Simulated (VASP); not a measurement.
# SrCl2: single point with LDA

Crystal: SrCl2.

```
CELL_PARAMETERS angstrom
0.00000 3.49772 3.49772
3.49772 0.00000 3.49772
3.49772 3.49772 0.00000
ATOMIC_POSITIONS crystal
Sr 0.00000 0.00000 0.00000
Cl 0.25000 0.25000 0.25000
Cl 0.75000 0.75000 0.75000
```

```json
{
  "Program": "VASP 6.6.1",
  "Task": "single point",
  "Functional": "LDA",
  "Potentials or basis": "VASP PAW LDA potentials, release 64 (Sr_sv, Cl)",
  "Cutoff": "520 eV",
  "k mesh": "6 × 6 × 6",
  "Occupations": "gaussian, width 0.01 eV",
  "Spin": "no spin polarisation"
}
```

- Pressure: -3.0 GPa
- Band gap on the k mesh: 4.86 eV, indirect (least direct gap 5.15 eV)

Levels at points of the mesh, in eV from the valence-band top:
| k point | band 10 | band 11 | band 12 | band 13 | band 14 | band 15 |
| --- | --- | --- | --- | --- | --- | --- |
| (0.00, 0.00, 0.00) | -0.35 | -0.35 | -0.35 | 4.86 | 5.82 | 5.82 |
| (0.50, 0.00, 0.00) | -1.36 | -1.07 | -1.07 | 6.43 | 6.43 | 7.27 |
| (0.50, 0.50, 0.00) | -0.42 | -0.42 | 0.00 | 5.15 | 6.79 | 7.33 |

Run time: 42 s on 1 thread of Intel(R) Xeon(R) Platinum 8175M CPU @ 2.50GHz (Skylake/Cascade Lake), on a shared host, peak memory 0.2 GiB.

A k mesh can miss the band edges.
